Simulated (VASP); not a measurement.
Wanted: the native input for a VASP 6.6.1 run.

| Item | Value |
| --- | --- |
| Task | single point |
| Functional | LDA |
| Potentials or basis | VASP PAW LDA potentials, release 64 (Ru_pv) |
| Cutoff | 520 eV |
| k mesh | 21 × 21 × 12 |
| Occupations | fermi-dirac, width 0.05 eV |
| Spin | no spin polarisation |
| Dipole correction | no |
| Further INCAR settings | ALGO = Normal; EDIFF = 1e-06; NBANDS = 21 |

The structure of Ru lies in POSCAR:

```
Ru
1.0
    2.6753786272      0.0000000000      0.0000000000
   -1.3376893136      2.3169458559      0.0000000000
    0.0000000000      0.0000000000      4.2228281099
Ru
2
Direct
    0.3333333333      0.6666666667      0.2500000000
    0.6666666667      0.3333333333      0.7500000000
```

One way to write it, as run:

INCAR

```
SYSTEM = Ru
  PREC = Accurate
  ENCUT = 520
  EDIFF = 1E-6
  ISMEAR = -1
  SIGMA = 0.05
  LREAL = .FALSE.
  LASPH = .TRUE.
  NELM = 80
  ALGO = Normal
  ISIF = 2
  LWAVE = .FALSE.
  LCHARG = .FALSE.
  NBANDS = 21
```

KPOINTS

```
regular mesh
0
G
  21 21 12
  0 0 0
```

Potentials or basis: VASP PAW LDA potentials, release 64 (Ru_pv).

The run is started by

```console
$ cat potpaw_LDA.64/Ru_pv/POTCAR > POTCAR
$ mpirun -np 1 vasp_std > vasp.out
```

Results of the run:

The pressure is 1.0 GPa. The band gap on the k mesh is zero (band 14 reaches 15.06 eV, above the bottom of band 15 at 11.66 eV).

Run time: 110 s on 1 thread of Intel(R) Xeon(R) Platinum 8375C CPU @ 2.90GHz (Ice Lake), on a shared host, peak memory 0.24 GiB.
